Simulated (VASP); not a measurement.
Write the native input for VASP 6.6.1 that does the following.

```yaml
Task: single point
Functional: r2SCAN
Potentials_or_basis: VASP PAW PBE potentials, release 64 (Ti_sv)
Cutoff: 520 eV
k_mesh: 3 × 3 × 3
Occupations: gaussian, width 0.1 eV
Spin: no spin polarisation
Dipole_correction: no
Further_INCAR_settings: ALGO = Normal; EDIFF = 1e-06; NBANDS = 84
```

The system is Ti.

```xyz
12
Lattice="2.7099 1.5646 9.5859 -2.7099 1.5646 9.5859 0.0000 -3.1291 9.5859" Properties=species:S:1:pos:R:3 pbc="T T T"
Ti   -1.3554    0.7825    6.1343
Ti    0.0000   -1.5651    6.1343
Ti    1.3554    0.7825    6.1343
Ti    1.3554   -0.7825   22.6234
Ti   -1.3554   -0.7825   22.6234
Ti    0.0000    1.5651   22.6234
Ti   -1.3425    0.7751   10.7839
Ti    0.0000   -1.5502   10.7839
Ti    1.3425    0.7751   10.7839
Ti    1.3425   -0.7751   17.9739
Ti   -1.3425   -0.7751   17.9739
Ti    0.0000    1.5502   17.9739
```

The input as run:

POSCAR

```
Ti
1.0
    2.7098852145      1.5645529581      9.5859153450
   -2.7098852145      1.5645529581      9.5859153450
    0.0000000000     -3.1291059160      9.5859153450
Ti
12
Direct
    0.0465862253      0.5467560515      0.0465862253
    0.0465862253      0.0465862253      0.5467560515
    0.5467560515      0.0465862253      0.0465862253
    0.9534137747      0.4532439485      0.9534137747
    0.4532439485      0.9534137747      0.9534137747
    0.9534137747      0.9534137747      0.4532439485
    0.2098491234      0.7052747101      0.2098491234
    0.2098491234      0.2098491234      0.7052747101
    0.7052747101      0.2098491234      0.2098491234
    0.7901508766      0.2947252899      0.7901508766
    0.2947252899      0.7901508766      0.7901508766
    0.7901508766      0.7901508766      0.2947252899
```

INCAR.step1

```
ALGO = Normal
EDIFF = 1E-4
ENCUT = 520
GGA = PE
ISMEAR = 0
LASPH = T
LCHARG = F
LREAL = F
LWAVE = T
NBANDS = 84
NELM = 60
PREC = Accurate
SIGMA = 0.1
```

INCAR.step2

```
ALGO = Normal
EDIFF = 1E-6
ENCUT = 520
ISIF = 2
ISMEAR = 0
ISTART = 1
LASPH = T
LCHARG = F
LMIXTAU = T
LREAL = F
LWAVE = F
METAGGA = R2SCAN
NBANDS = 84
NELM = 60
PREC = Accurate
SIGMA = 0.1
```

KPOINTS

```
k-points
0
Gamma
  3 3 3
```

Potentials or basis: VASP PAW PBE potentials, release 64 (Ti_sv).

Command:

```sh
$ cat potpaw_PBE.64/Ti_sv/POTCAR > POTCAR
$ cp INCAR.step1 INCAR
$ mpirun -np 1 vasp_std > vasp.out
$ cp INCAR.step2 INCAR
$ mpirun -np 1 vasp_std > vasp.out
```

Results of the run:

* Pressure: 0.2 GPa
* Largest force: 0.025 eV/Å
* Band gap on the k mesh: zero (bands 72 and 73 overlap by 0.15 eV)

Caveat: the k points lie up to 0.45 Å⁻¹ apart; the PAW data sets were made with another functional, which shifts forces and pressure a little.

It took 60 min on 1 thread of AMD EPYC 7R43 64-Core Processor (Zen 3) (shared host), peak memory 0.99 GiB.
